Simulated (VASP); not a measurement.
# NaH in VASP: notebook

The runs below take NaH through single point, with PBEsol.

All numbers are computed with VASP 6.6.1; they aren't measurements. Logs are shortened: lines on timing, memory, paths and dates and some standing lists are left out, and cuts for length are marked.

## Step 1: The cell of the first run

The structure is cubic, space group Fm-3m (No. 225). The conventional cell has a = 4.741 Å, b = 4.741 Å, c = 4.741 Å, α = 90.00°, β = 90.00°, γ = 90.00°. Within 3.1 Å of Na (site symmetry m-3m) lie 6 H at 2.37 Å. Within 3.1 Å of H (site symmetry m-3m) lie 6 Na at 2.37 Å.

## Step 2: Single point, PBEsol (volume scaled by 0.98)

File INCAR:

```
SYSTEM = NaH
  PREC = Accurate
  ENCUT = 520
  EDIFF = 1E-6
  ISMEAR = -1
  SIGMA = 0.02
  LREAL = .FALSE.
  LASPH = .TRUE.
  NELM = 60
  ALGO = Normal
  ISIF = 2
  LWAVE = .FALSE.
  LCHARG = .FALSE.
  GGA = PS
  NBANDS = 11
```

File KPOINTS:

```
Automatic mesh
0
G
  11 11 11
  0 0 0
```

File POSCAR:

```
NaH
1.0
    0.0000000000      2.3704049298      2.3704049298
    2.3704049298      0.0000000000      2.3704049298
    2.3704049298      2.3704049298      0.0000000000
Na H
1 1
Direct
    0.0000000000      0.0000000000      0.0000000000
    0.5000000000      0.5000000000      0.5000000000
```

Potentials or basis: VASP PAW PBE potentials, release 64 (Na_pv, H).

Started as:

```console
$ cat potpaw_PBE.64/Na_pv/POTCAR potpaw_PBE.64/H/POTCAR > POTCAR
$ mpirun -np 1 vasp_std > vasp.out
```

OUTCAR:

```text
SYSTEM = NaH
   PREC = Accurate
   ENCUT = 520
   EDIFF = 1E-6
   ISMEAR = -1
   LREAL = .FALSE.
   LASPH = .TRUE.
   NELM = 60
   ISIF = 2
   GGA = PS

 ion  position               nearest neighbor table
   1  0.000  0.000  0.000-
   2  0.500  0.500  0.500-

  LATTYP: Found a face centered cubic cell.
 ALAT       =     4.7408098596

  Lattice vectors:

 A1 = (   0.0000000000,   2.3704049298,   2.3704049298)
 A2 = (   2.3704049298,   0.0000000000,   2.3704049298)
 A3 = (   2.3704049298,   2.3704049298,   0.0000000000)

Analysis of symmetry for initial positions (statically):
=====================================================================
 Subroutine PRICEL returns:
 Original cell was already a primitive cell.

 Routine SETGRP: Setting up the symmetry group for a
 face centered cubic supercell.

 Subroutine GETGRP returns: Found 48 space group operations
[... 9 lines left out ...]

 Routine SETGRP: Setting up the symmetry group for a
 face centered cubic supercell.

 Subroutine GETGRP returns: Found 48 space group operations
[... 11 lines left out ...]
                                     Primitive cell

  volume of cell :      26.6378

  direct lattice vectors                    reciprocal lattice vectors
     0.000000000  2.370404930  2.370404930    -0.210934425  0.210934425  0.210934425
     2.370404930  0.000000000  2.370404930     0.210934425 -0.210934425  0.210934425
     2.370404930  2.370404930  0.000000000     0.210934425  0.210934425 -0.210934425

  length of vectors
     3.352258800  3.352258800  3.352258800     0.365349141  0.365349141  0.365349141

  position of ions in fractional coordinates (direct lattice)
     0.000000000  0.000000000  0.000000000
     0.500000000  0.500000000  0.500000000

  ion indices of the primitive-cell ions
   primitive index   ion index
                 1           1
                 2           2

----------------------------------------------------------------------------------------

 KPOINTS: Automatic mesh

Automatic generation of k-mesh.
 Grid dimensions read from file:
 generate k-points for:   11   11   11

 Generating k-lattice:

  Cartesian coordinates                     Fractional coordinates (reciprocal lattice)
    -0.019175857  0.019175857  0.019175857     0.090909091  0.000000000  0.000000000
     0.019175857 -0.019175857  0.019175857     0.000000000  0.090909091  0.000000000
[... 56 lines left out ...]
   ENCUT  =  520.0 eV  38.22 Ry    6.18 a.u.   6.23  6.23  6.23*2*pi/ulx,y,z
   NELM   =     60;   NELMIN=  2; NELMDL= -5     # of ELM steps
   EDIFF  = 0.1E-05   stopping-criterion for ELM
   LREAL  =      F    real-space projection
   EDIFFG = 0.1E-04   stopping-criterion for IOM
   NSW    =      0    number of steps for IOM
   IBRION =     -1    ionic relax: 0-MD 1-quasi-New 2-CG
   NFREE  =      0    steps in history (QN), initial steepest desc. (CG)
   ISIF   =      2    stress and relaxation
   ISYM   =      2    0-nonsym 1-usesym 2-fastsym
   POTIM  = 0.5000    time-step for ionic-motion
   TEBEG  =    0.0;   TEEND  =   0.0 temperature during run
   PSTRESS=    0.0 pullay stress
   NELECT =       8.0000    total number of electrons
   NUPDOWN=      -1.0000    fix difference up-down
   EMIN   =  10.00;   EMAX   =-10.00  energy-range for DOS
   EFERMI =   0.00;   METHOD = LEGACY
   ISMEAR =    -1;   SIGMA  =   0.02  broadening in eV -4-tet -1-fermi 0-gaus
   EFERMI_NEDOS =   21; number of points for ismear=-14 and -15
   IALGO  =     38    algorithm
   IMIX   =      4    mixing-type and parameters
     AMIX     =   0.40;   BMIX     =  1.00
     AMIX_MAG =   1.60;   BMIX_MAG =  1.00
  volume/ion in A,a.u.               =      13.32        89.88
  Fermi-wavevector in a.u.,A,eV,Ry     =   1.096324  2.071752 16.353203  1.201926
  Thomas-Fermi vector in A             =   2.232664
   LORBIT       =      0    0 simple, 1 ext, 2 COOP (PROOUT), +10 PAW based schemes
   GGA     = PS    functional components
   LHFCALC =     F    Hartree Fock is set to
   AEXX    =    0.0000 exact exchange contribution
   IVDW    =     0    specifies the selected vdW correction
   LEPSILON=     F    determine dielectric tensor
   LRPA    =     F    only Hartree local field effects (RPA)
 non-spin polarized calculation
  energy-cutoff  :      520.00
  volume of cell :       26.64
 maximum number of plane-waves:       730
 NGX is ok and might be reduce to    28
   NGX = 13   NGY = 13   NGZ = 13

 number of electron       7.9999996 magnetization

 Free energy of the ion-electron system (eV)
  ---------------------------------------------------
  ext. energy  EPLUGINS =         0.00000000
  ---------------------------------------------------
  free energy    TOTEN  =        -5.08342491 eV

  energy without entropy =       -5.08342491  energy(sigma->0) =       -5.08342491

 E-fermi :  -0.4933     XC(G=0):  -8.0887

 val. band max:       -0.9488285903   @ k =  -0.2727   0.4545   0.1818
 cond. band min:       2.9165858003   @ k =  -0.4545   0.0909   0.0000
 fundamental gap:      3.8654143906
 Fermi energy:        -0.4933103128

 k-point     1 :       0.0000    0.0000    0.0000
  band No.  band energies     occupation
      1     -22.8088      2.00000
      2     -22.8088      2.00000
      3     -22.8088      2.00000
      4      -4.7968      2.00000
      5      10.0238      0.00000
      6      14.9207      0.00000
      7      14.9207      0.00000
      8      14.9207      0.00000
      9      16.0134      0.00000
     10      16.0134      0.00000
     11      16.0134      0.00000
[... 309 lines left out ...]
 k-point    24 :      -0.1818    0.1818    0.0000
  band No.  band energies     occupation
      1     -22.8734      2.00000
      2     -22.8339      2.00000
      3     -22.8156      2.00000
      4      -3.2895      2.00000
      5       6.3753      0.00000
      6       8.3343      0.00000
      7      13.5130      0.00000
      8      13.7694      0.00000
      9      16.6706      0.00000
     10      17.8950      0.00000
     11      18.0901      0.00000

 [... further k-points ...]
[... 5 lines left out ...]
  --------------------------------------------------------------------------------------
  -------------------------------------------------------------------------------------
  Total        0.1323739      0.1323739      0.1323739     -0.0000000      0.0000000      0.0000000
  in kB        7.9618722      7.9618722      7.9618722     -0.0000000      0.0000000      0.0000000
  external PRESSURE =       7.9618722 kB  Pullay stress =       0.0000000 kB

 VOLUME and BASIS-vectors are now :
 -----------------------------------------------------------------------------
  energy-cutoff  :      520.00
  volume of cell :       26.64
      direct lattice vectors                 reciprocal lattice vectors
     0.000000000  2.370404930  2.370404930    -0.210934425  0.210934425  0.210934425
     2.370404930  0.000000000  2.370404930     0.210934425 -0.210934425  0.210934425
     2.370404930  2.370404930  0.000000000     0.210934425  0.210934425 -0.210934425

 POSITION                                       TOTAL-FORCE (eV/Angst)
 -----------------------------------------------------------------------------------
      0.00000      0.00000      0.00000         0.000000      0.000000     -0.000000
      2.37040      2.37040      2.37040        -0.000000     -0.000000      0.000000
 -----------------------------------------------------------------------------------
    total drift:                               -0.000000      0.000000      0.000000

  FREE ENERGIE OF THE ION-ELECTRON SYSTEM (eV)
  ---------------------------------------------------
  free  energy   TOTEN  =        -5.0834249112 eV

  energy  without entropy=       -5.0834249112  energy(sigma->0) =       -5.08342491
```

stdout:

```text
POSCAR found type information on POSCAR NaH
 POSCAR found :  2 types and       2 ions
 scaLAPACK will be used
 -----------------------------------------------------------------------------
|                                                                             |
|                                                                             |
|     You enforced a specific xc type in the INCAR file but a different       |
|     I HOPE YOU KNOW WHAT YOU ARE DOING!                                     |
|                                                                             |
 -----------------------------------------------------------------------------

 LDA part: xc-table for (Slater+PW92), standard interpolation
 POSCAR, INCAR and KPOINTS ok, starting setup
 FFT: planning ... GRIDC
 FFT: planning ... GRID_SOFT
 FFT: planning ... GRID
 WAVECAR not read
 entering main loop
```

Run time: 14 s. Hardware: 1 thread of AMD EPYC 7R13 (Zen 3), shared host; peak memory 0.12 GiB.

Results:

| Item | Value |
| --- | --- |
| Free energy | -5.0834 eV |
| Pressure | 0.8 GPa |
| Band gap on the k mesh | 3.87 eV, indirect (least direct gap 4.68 eV) |

Levels at points of the mesh, in eV from the valence-band top:
```
           k point  band 2  band 3  band 4  band 5  band 6  band 7
(0.00, 0.00, 0.00)  -21.86  -21.86   -3.85   10.97   15.87   15.87
```

Caveat: the PAW data sets were made with another functional, which shifts forces and pressure a little. A k mesh can miss the band edges.

## Step 3: Single point, PBEsol (volume scaled by 1.02)

File INCAR:

```
PREC = Accurate
ENCUT = 520
EDIFF = 1E-6
ISMEAR = -1
SIGMA = 0.02
LREAL = False
LASPH = True
NELM = 80
ALGO = Normal
ISIF = 2
LWAVE = False
LCHARG = False
GGA = PS
NBANDS = 11
```

File KPOINTS:

```
regular mesh
0
Gamma
  11 11 11
```

File POSCAR:

```
NaH
1.0
    0.0000000000      2.4022262428      2.4022262428
    2.4022262428      0.0000000000      2.4022262428
    2.4022262428      2.4022262428      0.0000000000
Na H
1 1
Direct
    0.0000000000      0.0000000000      0.0000000000
    0.5000000000      0.5000000000      0.5000000000
```

Potentials or basis: VASP PAW PBE potentials, release 64 (Na_pv, H).

Started as:

```console
$ cat potpaw_PBE.64/Na_pv/POTCAR potpaw_PBE.64/H/POTCAR > POTCAR
$ mpirun -np 1 vasp_std > vasp.out
```

Wall time 14 s (1 thread of AMD EPYC 7R13 (Zen 3), shared host); peak memory 0.12 GiB.

The run converged. Its results:

| Quantity | Value |
| --- | --- |
| Free energy | -5.0859 eV |
| Pressure | -0.2 GPa |
| Band gap on the k mesh | 3.80 eV, indirect (least direct gap 4.60 eV) |

Levels at points of the mesh, in eV from the valence-band top:
```
           k point  band 2  band 3  band 4  band 5  band 6  band 7
(0.00, 0.00, 0.00)  -21.93  -21.93   -3.73   10.61   15.57   15.57
```

Caveat: the PAW data sets were made with another functional, which shifts forces and pressure a little. A k mesh can miss the band edges.

## Step 4: Single point, PBEsol (volume scaled by 1.04)

File INCAR:

```
PREC = Accurate ; ENCUT = 520
EDIFF = 1E-6 ; ISMEAR = -1
SIGMA = 0.02 ; LREAL = False
LASPH = True ; NELM = 80
ALGO = Normal ; ISIF = 2
LWAVE = False ; LCHARG = False
GGA = PS ; NBANDS = 11
```

KPOINTS is that of step 3.

File POSCAR:

```
NaH
1.0
    0.0000000000      2.4178255516      2.4178255516
    2.4178255516      0.0000000000      2.4178255516
    2.4178255516      2.4178255516      0.0000000000
Na H
1 1
Direct
    0.0000000000      0.0000000000      0.0000000000
    0.5000000000      0.5000000000      0.5000000000
```

Started as:

```console
$ cat potpaw_PBE.64/Na_pv/POTCAR potpaw_PBE.64/H/POTCAR > POTCAR
$ mpirun -np 1 vasp_std > vasp.out
```

Run time: 15 s. Hardware: 1 thread of AMD EPYC 7R13 (Zen 3), shared host; peak memory 0.12 GiB.

Results (log left out):

```yaml
Free_energy: -5.0847 eV
Pressure: -0.6 GPa
Band_gap_on_the_k_mesh: 3.76 eV, indirect (least direct gap 4.56 eV)
```

Levels at points of the mesh, in eV from the valence-band top:
```tsv
k point	band 1	band 2	band 3	band 4	band 5	band 6	band 7	band 8
(0.00, 0.00, 0.00)	-21.96	-21.96	-21.96	-3.68	10.44	15.43	15.43	15.43
```

Caveat: the PAW data sets were made with another functional, which shifts forces and pressure a little. A k mesh can miss the band edges.

[end of part 1 of 2]
